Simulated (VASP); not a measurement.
Set up this calculation in VASP 6.6.1, as the native input.

| Quantity | Value |
| --- | --- |
| Task | single point |
| Functional | BLYP |
| Dispersion | D4 |
| Potentials or basis | VASP PAW PBE potentials, release 64 (P, B) |
| Cutoff | 520 eV |
| k mesh | 10 × 10 × 10 |
| Occupations | fermi-dirac, width 0.05 eV |
| Spin | no spin polarisation |
| Dipole correction | no |
| Further INCAR settings | ALGO = Normal; EDIFF = 1e-07; NBANDS = 11 |

The structure of BP lies in POSCAR:

```
BP
1.0
    0.0000000000      2.2383340787      2.2383340787
    2.2383340787      0.0000000000      2.2383340787
    2.2383340787      2.2383340787      0.0000000000
P B
1 1
Direct
    0.7500000000      0.7500000000      0.7500000000
    0.0000000000      0.0000000000      0.0000000000
```

The input as run:

INCAR

```
SYSTEM = BP
  PREC = Accurate
  ENCUT = 520
  EDIFF = 1E-7
  ISMEAR = -1
  SIGMA = 0.05
  LREAL = .False.
  LASPH = .True.
  NELM = 100
  ALGO = Normal
  ISIF = 2
  LWAVE = .False.
  LCHARG = .False.
  GGA = B5
  ALDAX = 1.0
  AGGAX = 1.0
  AGGAC = 1.0
  ALDAC = 0.0
  IVDW = 13
  VDW_S6 = 1.0
  VDW_S8 = 2.34076671
  VDW_A1 = 0.44488865
  VDW_A2 = 4.0933009
  NBANDS = 11
```

KPOINTS

```
regular mesh
0
Gamma
  10 10 10
  0 0 0
```

Potentials or basis: VASP PAW PBE potentials, release 64 (P, B).

Command:

```sh
$ cat potpaw_PBE.64/P/POTCAR potpaw_PBE.64/B/POTCAR > POTCAR
$ mpirun -np 1 vasp_std > vasp.out
```

It gave:

```yaml
Pressure: 2.6 GPa
Band_gap_on_the_k_mesh: 1.49 eV (least direct gap 3.65 eV)
Dispersion_energy_per_atom: -0.720 eV
```

Caveat: the PAW data sets were made with another functional, which shifts forces and pressure a little.

It took 20 s on 1 thread of AMD EPYC 7R43 64-Core Processor (Zen 3), on a shared host, peak memory 0.1 GiB.
